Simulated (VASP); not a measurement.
Write the native input for VASP 6.6.1 that does the following.

- Task: single point
- Functional: PBE
- Potentials or basis: VASP PAW PBE potentials, release 64 (Nb_sv, Te, Mo_sv)
- Cutoff: 520 eV
- k mesh: 6 × 6 × 1
- Occupations: gaussian, width 0.2 eV
- Spin: no spin polarisation
- Dipole correction: no
- Further INCAR settings: ALGO = Normal; EDIFF = 1e-07; NBANDS = 48

The structure of Nb2Te6Mo lies in POSCAR:

```
Nb2Te6Mo
1.0
    3.6310235042     -0.0000000289      0.0000000000
   -1.8155117271      3.1445586108      0.0000000000
    0.0000000000      0.0000000000     22.7056200000
Nb Te Mo
2 6 1
Direct
    0.0000000000      0.0000000000      0.8370380000
    0.0000000000      0.0000000000      0.1629620000
    0.6666666667      0.3333333333      0.0810110000
    0.6666666667      0.3333333333      0.4206710000
    0.6666666667      0.3333333333      0.7545640000
    0.3333333333      0.6666666667      0.9189890000
    0.3333333333      0.6666666667      0.2454360000
    0.3333333333      0.6666666667      0.5793290000
    0.0000000000      0.0000000000      0.5000000000
```

The input as run:

INCAR

```
ALGO = Normal
EDIFF = 1E-7
ENCUT = 520
GGA = PE
ISIF = 2
ISMEAR = 0
LASPH = T
LCHARG = F
LREAL = F
LWAVE = F
NBANDS = 48
NELM = 60
PREC = Accurate
SIGMA = 0.2
```

KPOINTS

```
k-points
0
Gamma
  6 6 1
```

Potentials or basis: VASP PAW PBE potentials, release 64 (Nb_sv, Te, Mo_sv).

Run with:

```bash
$ cat potpaw_PBE.64/Nb_sv/POTCAR potpaw_PBE.64/Te/POTCAR potpaw_PBE.64/Mo_sv/POTCAR > POTCAR
$ mpirun -np 1 vasp_std > vasp.out
```

Results of the run:

| Item | Value |
| --- | --- |
| Pressure | -0.1 GPa |
| Largest force | 0.082 eV/Å |
| Band gap on the k mesh | zero (band 38 reaches 7.19 eV, above the bottom of band 39 at 6.36 eV) |

Caveat: spin-orbit coupling is left out, which moves the levels of the heavy elements; this functional lacks dispersion, which binds the layers, so the pressure and a relaxed spacing across them are unreliable.

It took 2.1 min on 1 thread of AMD EPYC 9R45 96-Core Processor (Zen 5), on a shared host, peak memory 0.37 GiB.
